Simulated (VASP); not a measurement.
Set up this calculation in VASP 6.6.1, as the native input.

```
Task                   : single point
Functional             : r2SCAN
Potentials or basis    : VASP PAW PBE potentials, release 64 (Ba_sv, Zr_sv, O)
Cutoff                 : 520 eV
k mesh                 : 6 × 6 × 6
Occupations            : gaussian, width 0.05 eV
Spin                   : no spin polarisation
Dipole correction      : no
Further INCAR settings : ALGO = Normal; EDIFF = 1e-06; NBANDS = 28
```

The system is BaZrO3.

```xyz
5
Lattice="3.9724 0.0000 0.0000 0.0000 3.9724 0.0000 0.0000 0.0000 4.1815" Properties=species:S:1:pos:R:3 pbc="T T T"
Ba    1.9862    1.9862    2.0907
Zr    0.0000    0.0000    0.0000
O     1.9862    0.0000    0.0000
O     0.0000    1.9862    0.0000
O     0.0000    0.0000    2.0907
```

This cell differs from its parent crystal: strain -0.0500 x Voigt [1, 1, 0, 0, 0, 0].

These files were run (other wordings do the same):

POSCAR

```
BaZrO3
1.0
    3.9724250000      0.0000000000      0.0000000000
    0.0000000000      3.9724250000      0.0000000000
    0.0000000000      0.0000000000      4.1815000000
Ba Zr O
1 1 3
Direct
    0.5000000000      0.5000000000      0.5000000000
    0.0000000000      0.0000000000      0.0000000000
    0.5000000000      0.0000000000      0.0000000000
    0.0000000000      0.5000000000      0.0000000000
    0.0000000000      0.0000000000      0.5000000000
```

INCAR.step1

```
ALGO     = Normal         # electronic algorithm
EDIFF    = 1E-4           # SCF threshold, eV
ENCUT    = 520            # plane-wave cutoff, eV
GGA      = PE             # functional
ISMEAR   = 0              # smearing method
LASPH    = T              # aspherical terms in the spheres
LCHARG   = F              # write CHGCAR
LREAL    = F              # projectors in reciprocal space
LWAVE    = T              # write WAVECAR
NBANDS   = 28             # bands
NELM     = 80             # most SCF steps
PREC     = Accurate       # precision mode
SIGMA    = 0.05           # smearing width, eV
```

INCAR.step2

```
ALGO     = Normal         # electronic algorithm
EDIFF    = 1E-6           # SCF threshold, eV
ENCUT    = 520            # plane-wave cutoff, eV
ISIF     = 2              # what is computed and relaxed
ISMEAR   = 0              # smearing method
ISTART   = 1            
LASPH    = T              # aspherical terms in the spheres
LCHARG   = F              # write CHGCAR
LMIXTAU  = T            
LREAL    = F              # projectors in reciprocal space
LWAVE    = F              # write WAVECAR
METAGGA  = R2SCAN         # meta-GGA
NBANDS   = 28             # bands
NELM     = 80             # most SCF steps
PREC     = Accurate       # precision mode
SIGMA    = 0.05           # smearing width, eV
```

KPOINTS

```
k-points
0
Gamma
  6 6 6
```

Potentials or basis: VASP PAW PBE potentials, release 64 (Ba_sv, Zr_sv, O).

Command:

```console
$ cat potpaw_PBE.64/Ba_sv/POTCAR potpaw_PBE.64/Zr_sv/POTCAR potpaw_PBE.64/O/POTCAR > POTCAR
$ cp INCAR.step1 INCAR
$ mpirun -np 1 vasp_std > vasp.out
$ cp INCAR.step2 INCAR
$ mpirun -np 1 vasp_std > vasp.out
```

It gave:

```
Pressure               : 27.9 GPa
Band gap on the k mesh : 3.80 eV, indirect (least direct gap 3.86 eV)
```

Caveat: the cell differs from its parent crystal (strain -0.0500 x Voigt [1, 1, 0, 0, 0, 0]); the PAW data sets were made with another functional, which shifts forces and pressure a little; spin-orbit coupling is left out, which moves the levels of the heavy elements.

It took 4.1 min on 1 thread of Intel(R) Xeon(R) Platinum 8375C CPU @ 2.90GHz (Ice Lake), on a shared host, peak memory 0.22 GiB.
